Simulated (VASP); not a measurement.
Wanted: the native input for a VASP 6.6.1 run.

```
Task                   : single point
Functional             : r2SCAN
Potentials or basis    : VASP PAW PBE potentials, release 64 (Cu)
Cutoff                 : 520 eV
k mesh                 : 6 × 6 × 2
Occupations            : methfessel-paxton, width 0.15 eV
Spin                   : no spin polarisation
Dipole correction      : no
Further INCAR settings : ALGO = Normal; EDIFF = 1e-06; NBANDS = 30
```

The system is Cu.

```
Cu
1.0
     2.53076    0.00000    0.00000
    -1.26538    2.19171    0.00000
     0.00000    0.00000    8.26182
Cu
4
Cartesian
  0.0000 0.0000 0.0000
  0.0000 1.4611 2.0655
  0.0000 0.0000 4.1309
  1.2654 0.7306 6.1964
```

These files were run (other wordings do the same):

POSCAR

```
Cu
1.0
    2.5307640300      0.0000000000      0.0000000000
   -1.2653820100      2.1917059400      0.0000000000
    0.0000000000      0.0000000000      8.2618150800
Cu
4
Direct
    0.0000000000      0.0000000000      0.0000000000
    0.3333333333      0.6666666667      0.2500000000
    0.0000000000      0.0000000000      0.5000000000
    0.6666666667      0.3333333333      0.7500000000
```

INCAR.step1

```
  ALGO = Normal
  EDIFF = 1E-4
  ENCUT = 520
  GGA = PE
  ISMEAR = 1
  LASPH = True
  LCHARG = False
  LREAL = False
  LWAVE = True
  NBANDS = 30
  NELM = 60
  PREC = Accurate
  SIGMA = 0.15
```

INCAR.step2

```
  ALGO = Normal
  EDIFF = 1E-6
  ENCUT = 520
  ISIF = 2
  ISMEAR = 1
  ISTART = 1
  LASPH = True
  LCHARG = False
  LMIXTAU = True
  LREAL = False
  LWAVE = False
  METAGGA = R2SCAN
  NBANDS = 30
  NELM = 60
  PREC = Accurate
  SIGMA = 0.15
```

KPOINTS

```
k-points
0
Gamma
  6 6 2
```

Potentials or basis: VASP PAW PBE potentials, release 64 (Cu).

Launch:

```console
$ cat potpaw_PBE.64/Cu/POTCAR > POTCAR
$ cp INCAR.step1 INCAR
$ mpirun -np 1 vasp_std > vasp.out
$ cp INCAR.step2 INCAR
$ mpirun -np 1 vasp_std > vasp.out
```

Results of the run:

```yaml
Pressure: 1.2 GPa
Band_gap_on_the_k_mesh: zero (band 22 reaches 11.31 eV, above the bottom of band 23 at 5.86 eV)
```

Caveat: the k points lie up to 0.48 Å⁻¹ apart; the PAW data sets were made with another functional, which shifts forces and pressure a little.

It took 48 s on 1 thread of Intel(R) Xeon(R) 6975P-C (Granite Rapids), on a shared host, peak memory 0.17 GiB.
